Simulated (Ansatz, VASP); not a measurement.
Two plane-wave programs on AgCl

INCAR

```
SYSTEM = AgCl
PREC = Accurate ; ENCUT = 500
EDIFF = 1E-6 ; ISMEAR = 0
SIGMA = 0.01 ; LREAL = .False.
LASPH = .True. ; NELM = 120
ALGO = Normal ; ISIF = 2
LWAVE = .False. ; LCHARG = .True.
GGA = PE ; LELF = .True.
LVHAR = .True. ; NBANDS = 16
GGA_COMPAT = .False.
```

File KPOINTS:

```
regular mesh
0
Gamma
  8 8 8
  0 0 0
```

Contents of POSCAR:

```
AgCl
1.0
    0.0000000000      2.7731838063      2.7731838063
    2.7731838063      0.0000000000      2.7731838063
    2.7731838063      2.7731838063      0.0000000000
Ag Cl
1 1
Direct
    0.0000000000      0.0000000000      0.0000000000
    0.5000000000      0.5000000000      0.5000000000
```

Input for Ansatz:

```yaml
crystal:
  lattice:
    - [0.0, 2.7731838063, 2.7731838063]
    - [2.7731838063, 0.0, 2.7731838063]
    - [2.7731838063, 2.7731838063, 0.0]
  atoms:
    - { symbol: Ag, position: [0.0, 0.0, 0.0] }
    - { symbol: Cl, position: [0.5, 0.5, 0.5] }
kpoints:
  mp_grid: { grid: [8, 8, 8] }
  band_path:
    path:
      - [0.0, 0.0, 0.0]
      - [0.5, 0.0, 0.5]
      - [0.625, 0.25, 0.625]
      - [0.375, 0.375, 0.75]
      - [0.5, 0.5, 0.5]
      - [0.5, 0.25, 0.75]
      - [0.0, 0.0, 0.5]
      - [0.0375, 0.0375, 0.075]
    npoints: 1
hamiltonian:
  xc: pbe
scf:
  occupations: { method: fixed }
  n_extra_bands: 4
output:
  forces: true
  stress: true
  eigenvalues: true
```

Alike in both runs: task single point; functional PBE; k mesh 8 × 8 × 8; no spin polarisation.

```csv
,VASP,Ansatz
version,VASP 6.6.1,Ansatz 0.2.0
potentials or method,"VASP PAW PBE potentials, release 64 (Ag, Cl)","plane waves, PAW"
plane-wave cutoff (eV),500,420
occupations,"gaussian, width 0.01 eV",fixed
valence electrons in the cell,18,26
```

Ansatz gave:

```
gap on the k mesh at the Fermi level (eV) : 0.91
pressure (GPa)                            : 1.6
```

Which values does VASP return?

gap on the k mesh at the Fermi level (eV): 0.91; pressure (GPa): 1.5.

VASP's potentials hold 18 valence electrons a cell and Ansatz's 26, so a difference there can come from the potentials and not from the codes.
